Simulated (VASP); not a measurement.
**Zn: single point with r2SCAN**

Zn:

```
Zn
1.0
     2.11176   -3.57905    0.00000
     2.11176    3.57905    0.00000
     0.00000    0.00000    4.22915
Zn
4
Direct
  0.15250 0.84750 0.07850
  0.65250 0.34750 0.42150
  0.84750 0.15250 0.92150
  0.34750 0.65250 0.57850
```

```yaml
Program: VASP 6.6.1
Task: single point
Functional: r2SCAN
Potentials_or_basis: VASP PAW PBE potentials, release 64 (Zn)
Cutoff: 520 eV
k_mesh: 6 × 6 × 4
Occupations: gaussian, width 0.1 eV
Spin: no spin polarisation
```

- Pressure: 8.8 GPa
- Largest force: 0.881 eV/Å
- Band gap on the k mesh: zero (band 24 reaches 5.37 eV, above the bottom of band 25 at 0.05 eV)

Forces in eV/Å, atoms in the order of the input:
```
Zn   0.000 -0.852  0.226
Zn   0.000 -0.852 -0.226
Zn   0.000  0.852 -0.226
Zn   0.000  0.852  0.226
```

Stress tensor (GPa, compression positive):
```
 4.76  0.00  0.00
 0.00 14.22  0.00
 0.00  0.00  7.46
```

Levels at points of the mesh, in eV from the Fermi level:
| k point | band 21 | band 22 | band 23 | band 24 | band 25 | band 26 | band 27 | band 28 |
| --- | --- | --- | --- | --- | --- | --- | --- | --- |
| (0.00, 0.00, 0.00) | -6.99 | -1.35 | -0.70 | 0.93 | 1.67 | 2.90 | 3.71 | 3.90 |
| (0.50, 0.00, 0.00) | -6.42 | -6.42 | -0.47 | -0.47 | 1.21 | 1.21 | 4.26 | 4.26 |
| (0.50, 0.50, 0.00) | -6.43 | -6.05 | -1.72 | -0.05 | 1.29 | 2.16 | 3.84 | 4.00 |
| (0.00, 0.00, 0.50) | -6.89 | -6.89 | 3.04 | 3.04 | 3.17 | 3.17 | 4.57 | 4.57 |
| (0.50, 0.00, 0.50) | -4.42 | -4.42 | -4.39 | -4.39 | 0.70 | 0.70 | 4.05 | 4.05 |
| (0.50, 0.50, 0.50) | -4.84 | -4.84 | -3.53 | -3.53 | 1.21 | 1.21 | 2.53 | 2.53 |

Run time: 90 s on 1 thread of Intel(R) Xeon(R) Platinum 8481C CPU @ 2.70GHz (Sapphire Rapids) (shared host), peak memory 0.21 GiB.

Caveat: the k points lie up to 0.37 Å⁻¹ apart; the PAW data sets were made with another functional, which shifts forces and pressure a little.
